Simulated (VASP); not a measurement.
# WSe2 (P6_3/mmc) in VASP: a series of runs

WSe2 is run at these levels: PBE+D3(BJ); tasks: single point.

All numbers are computed with VASP 6.6.1; they aren't measurements. Logs are shortened: lines on timing, memory, paths and dates and some standing lists are left out, and cuts for length are marked.

## 1. The cell of the first run

Symmetry: P6_3/mmc, No. 194, hexagonal system. The conventional cell has a = 3.148 Å, b = 3.148 Å, c = 12.789 Å, α = 90.00°, β = 90.00°, γ = 120.00°. Within 3.3 Å of W (site symmetry -6m2) lie 6 Se at 2.48 Å and 6 W at 3.15 Å. Se (site symmetry 3m) has 3 W at 2.48 Å and 10 Se at 3.15 to 3.53 Å within 3.6 Å.

## 2. Single point, PBE+D3(BJ) (strain -0.0400 x Voigt [1, 1, 0, 0, 0, 0])

Contents of INCAR:

```
SYSTEM = WSe2
  PREC = Accurate
  ENCUT = 520
  EDIFF = 1E-6
  ISMEAR = 0
  SIGMA = 0.05
  LREAL = .FALSE.
  LASPH = .TRUE.
  NELM = 100
  ALGO = Normal
  ISIF = 2
  LWAVE = .FALSE.
  LCHARG = .FALSE.
  GGA = PE
  IVDW = 12
  NBANDS = 35
```

Contents of KPOINTS:

```
regular mesh
0
G
  12 12 2
  0 0 0
```

Contents of POSCAR:

```
WSe2
1.0
    3.1478664568      0.0000000000      0.0000000000
   -1.5739332284      2.7261323193      0.0000000000
    0.0000000000      0.0000000000     12.7886113051
W Se
2 4
Direct
    0.3333333333      0.6666666667      0.2500000000
    0.6666666667      0.3333333333      0.7500000000
    0.3333333333      0.6666666667      0.6182912222
    0.6666666667      0.3333333333      0.1182912222
    0.3333333333      0.6666666667      0.8817087778
    0.6666666667      0.3333333333      0.3817087778
```

Potentials or basis: VASP PAW PBE potentials, release 64 (W_sv, Se).

Command:

```
> cat potpaw_PBE.64/W_sv/POTCAR potpaw_PBE.64/Se/POTCAR > POTCAR
> mpirun -np 1 vasp_std > vasp.out
```

OUTCAR:

```text
SYSTEM = WSe2
   PREC = Accurate
   ENCUT = 520
   EDIFF = 1E-6
   ISMEAR = 0
   LREAL = .FALSE.
   LASPH = .TRUE.
   NELM = 100
   ISIF = 2
   GGA = PE
   IVDW = 12
 IVDW          = 12

 ion  position               nearest neighbor table
   1  0.333  0.667  0.250-   4 2.48   6 2.48   4 2.48   6 2.48   4 2.48   6 2.48
   2  0.667  0.333  0.750-   3 2.48   5 2.48   3 2.48   5 2.48   3 2.48   5 2.48
   3  0.333  0.667  0.618-   2 2.48   2 2.48   2 2.48
   4  0.667  0.333  0.118-   1 2.48   1 2.48   1 2.48
   5  0.333  0.667  0.882-   2 2.48   2 2.48   2 2.48
   6  0.667  0.333  0.382-   1 2.48   1 2.48   1 2.48

  LATTYP: Found a hexagonal cell.
 ALAT       =     3.1478664568
 C/A-ratio  =     4.0626282851

  Lattice vectors:

 A1 = (   3.1478664568,   0.0000000000,   0.0000000000)
 A2 = (  -1.5739332284,   2.7261323193,   0.0000000000)
 A3 = (   0.0000000000,   0.0000000000,  12.7886113051)

Analysis of symmetry for initial positions (statically):
=====================================================================
 Subroutine PRICEL returns:
 Original cell was already a primitive cell.

 Routine SETGRP: Setting up the symmetry group for a
 hexagonal supercell.

 Subroutine GETGRP returns: Found 24 space group operations
 (whereof 12 operations were pure point group operations)
 out of a pool of 24 trial point group operations.

The static configuration has the point symmetry D_3d.
 The point group associated with its full space group is D_6h.

Analysis of symmetry for dynamics (positions and initial velocities):
=====================================================================
 Subroutine PRICEL returns:
 Original cell was already a primitive cell.

 Routine SETGRP: Setting up the symmetry group for a
 hexagonal supercell.

 Subroutine GETGRP returns: Found 24 space group operations
 (whereof 12 operations were pure point group operations)
 out of a pool of 24 trial point group operations.

The dynamic configuration has the point symmetry D_3d.
 The point group associated with its full space group is D_6h.

 Subroutine INISYM returns: Found 24 space group operations
 (whereof 12 operations are pure point group operations),
 and found     1 'primitive' translations

----------------------------------------------------------------------------------------

                                     Primitive cell

  volume of cell :     109.7455

  direct lattice vectors                    reciprocal lattice vectors
     3.147866457  0.000000000  0.000000000     0.317675484  0.183410026  0.000000000
    -1.573933228  2.726132319  0.000000000     0.000000000  0.366820052  0.000000000
     0.000000000  0.000000000 12.788611305     0.000000000  0.000000000  0.078194573

  length of vectors
     3.147866457  3.147866457 12.788611305     0.366820052  0.366820052  0.078194573

  position of ions in fractional coordinates (direct lattice)
     0.333333333  0.666666667  0.250000000
     0.666666667  0.333333333  0.750000000
     0.333333333  0.666666667  0.618291222
     0.666666667  0.333333333  0.118291222
     0.333333333  0.666666667  0.881708778
     0.666666667  0.333333333  0.381708778

  ion indices of the primitive-cell ions
   primitive index   ion index
                 1           1
                 2           2
                 3           3
                 4           4
                 5           5
                 6           6

----------------------------------------------------------------------------------------

 KPOINTS: regular mesh

Automatic generation of k-mesh.
 Grid dimensions read from file:
 generate k-points for:   12   12    2

 Generating k-lattice:

  Cartesian coordinates                     Fractional coordinates (reciprocal lattice)
     0.026472957  0.015284169  0.000000000     0.083333333  0.000000000  0.000000000
     0.000000000  0.030568338  0.000000000     0.000000000  0.083333333  0.000000000
     0.000000000  0.000000000  0.039097286     0.000000000  0.000000000  0.500000000

  Length of vectors
     0.030568338  0.030568338  0.039097286

  Shift w.r.t. Gamma in fractional coordinates (k-lattice)
     0.000000000  0.000000000  0.000000000

 Subroutine IBZKPT returns following result:
 ===========================================

 Found     38 irreducible k-points:

 Following reciprocal coordinates:
            Coordinates               Weight
  0.000000  0.000000  0.000000      1.000000
  0.083333 -0.000000  0.000000      6.000000
  0.166667 -0.000000  0.000000      6.000000
  0.250000  0.000000  0.000000      6.000000
  0.333333  0.000000  0.000000      6.000000
  0.416667 -0.000000  0.000000      6.000000
[... 16 lines left out ...]
  0.250000  0.000000  0.500000      6.000000
  0.333333  0.000000  0.500000      6.000000
 [... further k-points ...]
   k-points           NKPTS =     38   k-points in BZ     NKDIM =     38   number of bands    NBANDS=     35
   number of dos      NEDOS =    301   number of ions     NIONS =      6
   total plane-waves  NPLWV =  55296
   dimension x,y,z NGX =    24 NGY =   24 NGZ =   96
   dimension x,y,z NGXF=    48 NGYF=   48 NGZF=  192
   ions per type =               2   4
   NGX,Y,Z   is equivalent  to a cutoff of  12.67, 12.67, 12.48 a.u.
   NGXF,Y,Z  is equivalent  to a cutoff of  25.35, 25.35, 24.96 a.u.
 SYSTEM =  WSe2
   PREC   = accura    normal or accurate (medium, high low for compatibility)
   ISTART =      0    job   : 0-new  1-cont  2-samecut
   ICHARG =      2    charge: 1-file 2-atom 10-const
   ISPIN  =      1    spin polarized calculation?
   LNONCOLLINEAR =      F non collinear calculations
   LSORBIT =      F    spin-orbit coupling
   LASPH  =      T    aspherical Exc in radial PAW
   ENCUT  =  520.0 eV  38.22 Ry    6.18 a.u.   5.85  5.85 23.78*2*pi/ulx,y,z
   NELM   =    100;   NELMIN=  2; NELMDL= -5     # of ELM steps
   EDIFF  = 0.1E-05   stopping-criterion for ELM
   LREAL  =      F    real-space projection
   EDIFFG = 0.1E-04   stopping-criterion for IOM
   NSW    =      0    number of steps for IOM
   IBRION =     -1    ionic relax: 0-MD 1-quasi-New 2-CG
   NFREE  =      0    steps in history (QN), initial steepest desc. (CG)
   ISIF   =      2    stress and relaxation
   ISYM   =      2    0-nonsym 1-usesym 2-fastsym
   POTIM  = 0.5000    time-step for ionic-motion
   TEBEG  =    0.0;   TEEND  =   0.0 temperature during run
   PSTRESS=    0.0 pullay stress
   NELECT =      52.0000    total number of electrons
   NUPDOWN=      -1.0000    fix difference up-down
   EMIN   =  10.00;   EMAX   =-10.00  energy-range for DOS
   EFERMI =   0.00;   METHOD = LEGACY
   ISMEAR =     0;   SIGMA  =   0.05  broadening in eV -4-tet -1-fermi 0-gaus
   EFERMI_NEDOS =   21; number of points for ismear=-14 and -15
   IALGO  =     38    algorithm
   IMIX   =      4    mixing-type and parameters
     AMIX     =   0.40;   BMIX     =  1.00
     AMIX_MAG =   1.60;   BMIX_MAG =  1.00
  volume/ion in A,a.u.               =      18.29       123.43
  Fermi-wavevector in a.u.,A,eV,Ry     =   1.276283  2.411826 22.162516  1.628899
  Thomas-Fermi vector in A             =   2.408948
   LORBIT       =      0    0 simple, 1 ext, 2 COOP (PROOUT), +10 PAW based schemes
   GGA     = PE    functional components
   LHFCALC =     F    Hartree Fock is set to
   AEXX    =    0.0000 exact exchange contribution
   IVDW    =    12    specifies the selected vdW correction
   LEPSILON=     F    determine dielectric tensor
   LRPA    =     F    only Hartree local field effects (RPA)
 non-spin polarized calculation
 Gauss-broadening in eV      SIGMA  =   0.05
  energy-cutoff  :      520.00
  volume of cell :      109.75
 maximum number of plane-waves:      2982
 NGX is ok and might be reduce to    24
   NGX = 11   NGY = 11   NGZ = 47

 number of electron      51.9999994 magnetization

 Free energy of the ion-electron system (eV)
  ---------------------------------------------------
  ext. energy  EPLUGINS =         0.00000000
  ---------------------------------------------------
  free energy    TOTEN  =       -42.40468454 eV

  energy without entropy =      -42.40468454  energy(sigma->0) =      -42.40468454

 E-fermi :   7.5991     XC(G=0): -11.3001

 val. band max:        7.2716083931   @ k =   0.0000   0.0000   0.0000
 cond. band min:       8.2382545729   @ k =   0.1667   0.1667   0.0000
 fundamental gap:      0.9666461798
 Fermi energy:         7.5990881369

 k-point     1 :       0.0000    0.0000    0.0000
  band No.  band energies     occupation
      1     -66.6803      2.00000
      2     -66.6803      2.00000
      3     -31.0582      2.00000
      4     -31.0582      2.00000
      5     -30.7781      2.00000
      6     -30.7781      2.00000
[... 27 lines left out ...]
     34      10.8429      0.00000
     35      12.8354      0.00000

 k-point     2 :       0.0833   -0.0000    0.0000
  band No.  band energies     occupation
      1     -66.6789      2.00000
      2     -66.6789      2.00000
      3     -31.0532      2.00000
      4     -31.0531      2.00000
      5     -30.8040      2.00000
      6     -30.8040      2.00000
[... 27 lines left out ...]
     34      10.8204      0.00000
     35      13.4775      0.00000

 k-point     3 :       0.1667   -0.0000    0.0000
  band No.  band energies     occupation
      1     -66.6753      2.00000
      2     -66.6752      2.00000
      3     -31.0393      2.00000
      4     -31.0392      2.00000
      5     -30.8742      2.00000
      6     -30.8742      2.00000
[... 27 lines left out ...]
     34      11.3145      0.00000
     35      14.2591      0.00000
[... 723 lines left out ...]
 k-point    23 :       0.2500    0.0000    0.5000
  band No.  band energies     occupation
      1     -66.6703      2.00000
      2     -66.6703      2.00000
      3     -31.0202      2.00000
      4     -31.0202      2.00000
      5     -30.9688      2.00000
      6     -30.9688      2.00000
[... 27 lines left out ...]
     34      11.5903      0.00000
     35      14.1320      0.00000

 k-point    24 :       0.3333    0.0000    0.5000
  band No.  band energies     occupation
      1     -66.6653      2.00000
      2     -66.6653      2.00000
      3     -31.0618      2.00000
      4     -31.0618      2.00000
      5     -31.0012      2.00000
      6     -31.0012      2.00000
[... 27 lines left out ...]
     34      11.8154      0.00000
     35      13.3100      0.00000

 [... further k-points ...]

------------------------ aborting loop because EDIFF is reached ----------------------------------------

 Edisp (eV)   -3.10118

 E8    (eV) :    -1.3832

  FORCE on cell =-STRESS in cart. coord.  units (eV):
  Direction    XX          YY          ZZ          XY          YZ          ZX
  --------------------------------------------------------------------------------------
  -------------------------------------------------------------------------------------
  Total      10.48006    10.48006     7.07177    -0.00000     0.00000     0.00000
  in kB     152.99873   152.99873   103.24095    -0.00000     0.00000     0.00000
  external pressure =      136.41 kB  Pullay stress =        0.00 kB

 VOLUME and BASIS-vectors are now :
 -----------------------------------------------------------------------------
  energy-cutoff  :      520.00
  volume of cell :      109.75
      direct lattice vectors                 reciprocal lattice vectors
     3.147866457  0.000000000  0.000000000     0.317675484  0.183410026  0.000000000
    -1.573933228  2.726132319  0.000000000     0.000000000  0.366820052  0.000000000
     0.000000000  0.000000000 12.788611305     0.000000000  0.000000000  0.078194573

 POSITION                                       TOTAL-FORCE (eV/Angst)
 -----------------------------------------------------------------------------------
     -0.00000      1.81742      3.19715         0.000000     -0.000000      0.000000
      1.57393      0.90871      9.59146        -0.000000     -0.000000      0.000000
     -0.00000      1.81742      7.90709        -0.000000      0.000000     -1.033984
      1.57393      0.90871      1.51278        -0.000000     -0.000000     -1.033984
     -0.00000      1.81742     11.27583        -0.000000      0.000000      1.033984
      1.57393      0.90871      4.88153        -0.000000     -0.000000      1.033984
 -----------------------------------------------------------------------------------
    total drift:                               -0.000000      0.000000     -0.000000

  FREE ENERGIE OF THE ION-ELECTRON SYSTEM (eV)
  ---------------------------------------------------
  free  energy   TOTEN  =       -45.5058652948 eV

  energy  without entropy=      -45.5058652948  energy(sigma->0) =      -45.50586529
```

It took 64 s on 1 thread of Intel Xeon 6975P-C (Granite Rapids), shared host; peak memory 0.3 GiB.

What came out:

```
Free energy                : -45.5059 eV
Pressure                   : 13.6 GPa
Largest force              : 1.034 eV/Å
Band gap on the k mesh     : 0.97 eV (least direct gap 1.79 eV)
Dispersion energy per atom : -0.517 eV
```

Forces in eV/Å, atoms in the order of the input:
```
W    0.000  0.000  0.000
W    0.000  0.000  0.000
Se   0.000  0.000 -1.034
Se   0.000  0.000 -1.034
Se   0.000  0.000  1.034
Se   0.000  0.000  1.034
```

Stress tensor (GPa, compression positive):
```
15.30  0.00  0.00
 0.00 15.30  0.00
 0.00  0.00 10.32
```

Caveat: the cell differs from its parent crystal (strain -0.0400 x Voigt [1, 1, 0, 0, 0, 0]); the cell stands under pressure; spin-orbit coupling is left out, which moves the levels of the heavy elements; forces of over 1 eV/Å act on the atoms, so gaps and moduli don't describe the material at rest.

## 3. Single point, PBE+D3(BJ) (strain -0.0300 x Voigt [1, 1, 0, 0, 0, 0])

Contents of INCAR:

```
SYSTEM = WSe2
PREC = Accurate ; ENCUT = 520
EDIFF = 1E-7 ; ISMEAR = 0
SIGMA = 0.05 ; LREAL = .False.
LASPH = .True. ; NELM = 100
ALGO = Normal ; ISIF = 2
LWAVE = .False. ; LCHARG = .False.
GGA = PE ; IVDW = 12
NBANDS = 35
```

Contents of KPOINTS:

```
Automatic mesh
0
Gamma
  12 12 2
  0 0 0
```

POSCAR, as its differences from that of step 2:

```diff
@@ -2,4 +2,4 @@
 1.0
-    3.1478664568      0.0000000000      0.0000000000
-   -1.5739332284      2.7261323193      0.0000000000
+    3.1806567324      0.0000000000      0.0000000000
+   -1.5903283662      2.7545295310      0.0000000000
     0.0000000000      0.0000000000     12.7886113051
```

Potentials or basis: VASP PAW PBE potentials, release 64 (W_sv, Se).

Command:

```
> cat potpaw_PBE.64/W_sv/POTCAR potpaw_PBE.64/Se/POTCAR > POTCAR
> mpirun -np 1 vasp_std > vasp.out
```

Wall time 70 s (1 thread of Intel Xeon 6975P-C (Granite Rapids), shared host); peak memory 0.29 GiB.

The run converged. Its results:

```
Free energy                : -45.6943 eV
Pressure                   : 9.8 GPa
Largest force              : 0.762 eV/Å
Band gap on the k mesh     : 0.94 eV (least direct gap 1.83 eV)
Dispersion energy per atom : -0.506 eV
```

Forces on the atoms (eV/Å):
```
W    0.000  0.000  0.000
W    0.000  0.000  0.000
Se   0.000  0.000 -0.762
Se   0.000  0.000 -0.762
Se   0.000  0.000  0.762
Se   0.000  0.000  0.762
```

Stress tensor (GPa, compression positive):
```
10.99  0.00  0.00
 0.00 10.99  0.00
 0.00  0.00  7.46
```

Levels at points of the mesh, in eV from the valence-band top:
| k point | band 24 | band 25 | band 26 | band 27 | band 28 | band 29 |
| --- | --- | --- | --- | --- | --- | --- |
| (0.00, 0.00, 0.00) | -1.19 | -1.08 | 0.00 | 3.07 | 3.07 | 3.14 |
| (0.50, 0.00, 0.00) | -1.32 | -1.05 | -0.74 | 2.51 | 2.68 | 2.72 |
| (0.00, 0.00, 0.50) | -1.22 | -0.26 | -0.26 | 3.08 | 3.08 | 3.08 |
| (0.50, 0.00, 0.50) | -1.36 | -0.90 | -0.90 | 2.69 | 2.69 | 2.84 |

Caveat: the cell differs from its parent crystal (strain -0.0300 x Voigt [1, 1, 0, 0, 0, 0]); the cell stands under pressure; spin-orbit coupling is left out, which moves the levels of the heavy elements. A k mesh can miss the band edges.
